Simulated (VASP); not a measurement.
# Se (P2/m) in VASP: a series of runs, part 2 of 2

VASP 6.6.1. Earlier steps stand in the parts before.

### 3 Relaxation of cell and atoms, PBE

INCAR

```
SYSTEM = Se
ALGO = Normal ; EDIFF = 1E-6
EDIFFG = -0.04 ; ENCUT = 600
GGA = PE ; IBRION = 2
ISIF = 3 ; ISMEAR = 0
LASPH = .True. ; LCHARG = .False.
LREAL = .False. ; LWAVE = .False.
NELM = 80 ; NSW = 90
PREC = Accurate ; SIGMA = 0.1
```

KPOINTS

```
k-points
0
Gamma
  8 4 6
  0 0 0
```

POSCAR

```
Se
1.0
    2.3133966400      0.0000000000      0.0000000000
    0.0000000000      3.9854420700      0.0000000000
   -0.0709816500      0.0000000000      2.7320751500
Se
1
Direct
    0.0000000000      0.5000000000      0.5000000000
```

Potentials or basis: VASP PAW PBE potentials, release 64 (Se).

Started as:

```console
$ cat potpaw_PBE.64/Se/POTCAR > POTCAR
$ mpirun -np 1 vasp_std > vasp.out
```

OUTCAR:

```text
SYSTEM = Se
   EDIFF = 1E-6
   EDIFFG = -0.04
   ENCUT = 600
   GGA = PE
   IBRION = 2
   ISIF = 3
   ISMEAR = 0
   LASPH = .True.
   LREAL = .False.
   NELM = 80
   NSW = 90
   PREC = Accurate

 ion  position               nearest neighbor table
   1  0.000  0.500  0.500-

  LATTYP: Found a simple monoclinic cell.
 ALAT       =     2.3133966400
 B/A-ratio  =     1.7227664297
 C/A-ratio  =     1.1813785104
 COS(beta)  =    -0.0259720914

  Lattice vectors:

 A1 = (   2.3133966400,   0.0000000000,   0.0000000000)
 A2 = (   0.0000000000,   3.9854420700,   0.0000000000)
 A3 = (  -0.0709816500,   0.0000000000,   2.7320751500)

Analysis of symmetry for initial positions (statically):
=====================================================================
 Subroutine PRICEL returns:
 Original cell was already a primitive cell.

 Routine SETGRP: Setting up the symmetry group for a
 simple monoclinic supercell.

 Subroutine GETGRP returns: Found  4 space group operations
 (whereof  4 operations were pure point group operations)
 out of a pool of  4 trial point group operations.

The static configuration has the point symmetry C_2h.

Analysis of symmetry for dynamics (positions and initial velocities):
=====================================================================
 Subroutine PRICEL returns:
 Original cell was already a primitive cell.

 Routine SETGRP: Setting up the symmetry group for a
 simple monoclinic supercell.

 Subroutine GETGRP returns: Found  4 space group operations
 (whereof  4 operations were pure point group operations)
 out of a pool of  4 trial point group operations.

The dynamic configuration has the point symmetry C_2h.

 Subroutine INISYM returns: Found  4 space group operations
 (whereof  4 operations are pure point group operations),
 and found     1 'primitive' translations

----------------------------------------------------------------------------------------

                                     Primitive cell

  volume of cell :      25.1895

  direct lattice vectors                    reciprocal lattice vectors
     2.313396640  0.000000000  0.000000000     0.432264828  0.000000000  0.011230610
     0.000000000  3.985442070  0.000000000     0.000000000  0.250913194  0.000000000
    -0.070981650  0.000000000  2.732075150     0.000000000  0.000000000  0.366022143

  length of vectors
     2.313396640  3.985442070  2.732997076     0.432410694  0.250913194  0.366022143

  position of ions in fractional coordinates (direct lattice)
     0.000000000  0.500000000  0.500000000

  ion indices of the primitive-cell ions
   primitive index   ion index
                 1           1

----------------------------------------------------------------------------------------

 KPOINTS: k-points

Automatic generation of k-mesh.
 Grid dimensions read from file:
 generate k-points for:    8    4    6

 Generating k-lattice:

  Cartesian coordinates                     Fractional coordinates (reciprocal lattice)
     0.054033103  0.000000000  0.001403826     0.125000000  0.000000000  0.000000000
     0.000000000  0.062728299  0.000000000     0.000000000  0.250000000  0.000000000
     0.000000000  0.000000000  0.061003690     0.000000000  0.000000000  0.166666667

[... 50 lines left out ...]
   ISPIN  =      1    spin polarized calculation?
   LNONCOLLINEAR =      F non collinear calculations
   LSORBIT =      F    spin-orbit coupling
   LASPH  =      T    aspherical Exc in radial PAW
   ENCUT  =  600.0 eV  44.10 Ry    6.64 a.u.   4.62  7.96  5.46*2*pi/ulx,y,z
   NELM   =     80;   NELMIN=  2; NELMDL= -5     # of ELM steps
   EDIFF  = 0.1E-05   stopping-criterion for ELM
   LREAL  =      F    real-space projection
   EDIFFG = -.4E-01   stopping-criterion for IOM
   NSW    =     90    number of steps for IOM
   IBRION =      2    ionic relax: 0-MD 1-quasi-New 2-CG
   NFREE  =      1    steps in history (QN), initial steepest desc. (CG)
   ISIF   =      3    stress and relaxation
   ISYM   =      2    0-nonsym 1-usesym 2-fastsym
   POTIM  = 0.5000    time-step for ionic-motion
   TEBEG  =    0.0;   TEEND  =   0.0 temperature during run
   PSTRESS=    0.0 pullay stress
   NELECT =       6.0000    total number of electrons
   NUPDOWN=      -1.0000    fix difference up-down
   EMIN   =  10.00;   EMAX   =-10.00  energy-range for DOS
   EFERMI =   0.00;   METHOD = LEGACY
   ISMEAR =     0;   SIGMA  =   0.10  broadening in eV -4-tet -1-fermi 0-gaus
   EFERMI_NEDOS =   21; number of points for ismear=-14 and -15
   IALGO  =     38    algorithm
   IMIX   =      4    mixing-type and parameters
     AMIX     =   0.40;   BMIX     =  1.00
     AMIX_MAG =   1.60;   BMIX_MAG =  1.00
  volume/ion in A,a.u.               =      25.19       169.99
  Fermi-wavevector in a.u.,A,eV,Ry     =   1.014812  1.917716 14.011864  1.029843
  Thomas-Fermi vector in A             =   2.148061
   LORBIT       =      0    0 simple, 1 ext, 2 COOP (PROOUT), +10 PAW based schemes
   GGA     = PE    functional components
   LHFCALC =     F    Hartree Fock is set to
   AEXX    =    0.0000 exact exchange contribution
   IVDW    =     0    specifies the selected vdW correction
   LEPSILON=     F    determine dielectric tensor
   LRPA    =     F    only Hartree local field effects (RPA)
 conjugate gradient relaxation of ions
 non-spin polarized calculation
 Gauss-broadening in eV      SIGMA  =   0.10
  energy-cutoff  :      600.00
  volume of cell :       25.19
 maximum number of plane-waves:       854
   NGX =  9   NGY = 15   NGZ = 11

--------------------------------------- Ionic step        1  -------------------------------------------

 number of electron       6.0000000 magnetization

 Free energy of the ion-electron system (eV)
  ---------------------------------------------------
  ext. energy  EPLUGINS =         0.00000000
  ---------------------------------------------------
  free energy    TOTEN  =        -2.90945335 eV

  energy without entropy =       -2.90591940  energy(sigma->0) =       -2.90768638

------------------------ aborting loop because EDIFF is reached ----------------------------------------

  FORCE on cell =-STRESS in cart. coord.  units (eV):
  Direction    XX          YY          ZZ          XY          YZ          ZX
  --------------------------------------------------------------------------------------
  -------------------------------------------------------------------------------------
  Total        5.6255478      0.0356861      0.2297411      0.0000000      0.0000000      0.1338152
  in kB      357.8130333      2.2698134     14.6126828      0.0000000      0.0000000      8.5113177
  external PRESSURE =     124.8985099 kB  Pullay stress =       0.0000000 kB
[... 86 lines left out ...]
  FREE ENERGIE OF THE ION-ELECTRON SYSTEM (eV)
  ---------------------------------------------------
  free  energy   TOTEN  =        -3.2277417492 eV

  energy  without entropy=       -3.2210244454  energy(sigma->0) =       -3.22438310

[... ionic steps 4 to 17 ...]

--------------------------------------- Ionic step       18  -------------------------------------------

 number of electron       5.9999999 magnetization

------------------------ aborting loop because EDIFF is reached ----------------------------------------
[... 65 lines left out ...]
--------------------------------------- Ionic step       20  -------------------------------------------

 number of electron       5.9999999 magnetization

 Free energy of the ion-electron system (eV)
  ---------------------------------------------------
  ext. energy  EPLUGINS =         0.00000000
  ---------------------------------------------------
  free energy    TOTEN  =        -3.30370363 eV

  energy without entropy =       -3.30143718  energy(sigma->0) =       -3.30257041

 E-fermi :   2.3651     XC(G=0):  -8.5303

 val. band max:        2.3289564113   @ k =   0.2500   0.5000   0.5000
 cond. band min:       2.4086921314   @ k =   0.5000   0.2500   0.3333
 fundamental gap:      0.0797357202
 Fermi energy:         2.3651115949

 k-point     1 :       0.0000    0.0000    0.0000
  band No.  band energies     occupation
      1     -13.5357      2.00000
      2      -0.9457      2.00000
      3       4.8905      0.00000
      4       6.0394      0.00000
      5       6.8113      0.00000
      6      11.3153      0.00000
      7      14.0526      0.00000
[... 221 lines left out ...]
 k-point    24 :       0.0000    0.2500    0.1667
  band No.  band energies     occupation
      1     -12.9135      2.00000
      2      -1.2639      2.00000
      3       2.7520      0.00000
      4       5.3876      0.00000
      5       8.8051      0.00000
      6      12.4106      0.00000
      7      15.4762      0.00000

 [... further k-points ...]
[... 5 lines left out ...]
  --------------------------------------------------------------------------------------
  -------------------------------------------------------------------------------------
  Total       -0.0145970      0.0278951      0.0239485      0.0000000      0.0000000     -0.0278581
  in kB       -0.8165646      1.5604610      1.3396907      0.0000000      0.0000000     -1.5583941
  external PRESSURE =       0.6945290 kB  Pullay stress =       0.0000000 kB
[... 16 lines left out ...]
  FREE ENERGIE OF THE ION-ELECTRON SYSTEM (eV)
  ---------------------------------------------------
  free  energy   TOTEN  =        -3.3037036345 eV

  energy  without entropy=       -3.3014371786  energy(sigma->0) =       -3.30257041

 reached required accuracy - stopping structural energy minimisation
```

OSZICAR:

```text
N       E                     dE             d eps       ncg     rms          rms(c)
DAV:   1     0.242218440287E+02    0.24222E+02   -0.29684E+03  1099   0.784E+02
DAV:   2    -0.238265438633E+01   -0.26604E+02   -0.25387E+02  1561   0.988E+01
[... 151 lines left out ...]
DAV:   1    -0.330455646870E+01   -0.10043E-02   -0.22746E-02  1092   0.903E-01    0.117E-01
DAV:   2    -0.330392805483E+01    0.62841E-03   -0.73525E-04  1211   0.176E-01    0.590E-02
DAV:   3    -0.330370075749E+01    0.22730E-03   -0.78295E-04  1190   0.156E-01    0.194E-02
DAV:   4    -0.330370243682E+01   -0.16793E-05   -0.45482E-06  1211   0.186E-02    0.109E-02
DAV:   5    -0.330370349348E+01   -0.10567E-05   -0.20794E-06  1197   0.109E-02    0.110E-03
DAV:   6    -0.330370363449E+01   -0.14102E-06   -0.16925E-07  1092   0.280E-03
  20 F= -.33037036E+01 E0= -.33025704E+01  d E =-.151364E-03
```

CONTCAR:

```text
Se
   1.00000000000000
     2.7214701327931636    0.0000000000000000    0.0498437454304089
     0.0000000000000000    4.1032256854778888    0.0000000000000000
    -0.0321298000741869    0.0000000000000000    2.5642268629886056
  Se
     1
Direct
     1.0000000000000000    0.5000000000000000    0.5000000000000000

  0.00000000E+00  0.00000000E+00  0.00000000E+00
```

Run time: 1.7 min. Hardware: 1 thread of Intel Xeon Platinum 8259CL at 2.50GHz (Skylake/Cascade Lake), shared host; peak memory 0.15 GiB.

Results:

```yaml
Free_energy: -3.3037 eV
Relaxed_volume: 28.64 Å³/atom
Relaxed_cell: a = 2.722 Å, b = 4.103 Å, c = 2.564 Å, α = 90.00°, β = 89.67°, γ = 90.00°
Space_group_after_relaxing_to_0.05_Å: Pmmm (No. 47)
Energy_gained_by_relaxing: 394.3 meV/atom
Ionic_steps: 20
Pressure_after_relaxing: 0.1 GPa
Band_gap_on_the_k_mesh: zero (band 3 reaches 4.97 eV, above the bottom of band 4 at 1.30 eV)
```

Step by step:
| step | energy change (eV) | largest force (eV/Å) | pressure (GPa) | volume (Å³) |
| --- | --- | --- | --- | --- |
| 1 | 0.0000 | 0.0000 | 12.49 | 25.19 |
| 2 | -0.2000 | 0.0000 | -7.55 | 32.44 |
| 3 | -0.3183 | 0.0000 | -2.31 | 29.00 |
| 4 | -0.3184 | 0.0000 | -2.12 | 28.92 |
| 5 | -0.3818 | 0.0000 | 0.31 | 27.84 |
| 6 | -0.3886 | 0.0000 | 1.74 | 27.42 |
| 7 | -0.3891 | 0.0000 | 1.39 | 27.51 |
| 8 | -0.3853 | 0.0000 | 0.29 | 28.14 |
| 9 | -0.3916 | 0.0000 | 0.96 | 27.72 |
| 10 | -0.3916 | 0.0000 | 0.90 | 27.75 |
| 11 | -0.3924 | 0.0000 | -0.55 | 28.36 |
| 12 | -0.3931 | 0.0000 | 0.01 | 28.12 |
| 13 | -0.3935 | 0.0000 | 0.09 | 28.18 |
| 14 | -0.3935 | 0.0000 | 0.21 | 28.26 |
| 15 | -0.3936 | 0.0000 | 0.17 | 28.23 |
| 16 | -0.3938 | 0.0000 | 0.19 | 28.31 |
| 17 | -0.3940 | 0.0000 | 0.22 | 28.40 |
| 18 | -0.3940 | 0.0000 | 0.28 | 28.58 |
| 19 | -0.3941 | 0.0000 | 0.24 | 28.48 |
| 20 | -0.3943 | 0.0000 | 0.07 | 28.64 |

Final structure:
```xyz
1
Lattice="2.7215 0.0000 0.0498 0.0000 4.1032 0.0000 -0.0321 0.0000 2.5642" Properties=species:S:1:pos:R:3 pbc="T T T"
Se    2.7054    2.0516    1.3320
```

Caveat: the k points lie up to 0.41 Å⁻¹ apart in the final cell.
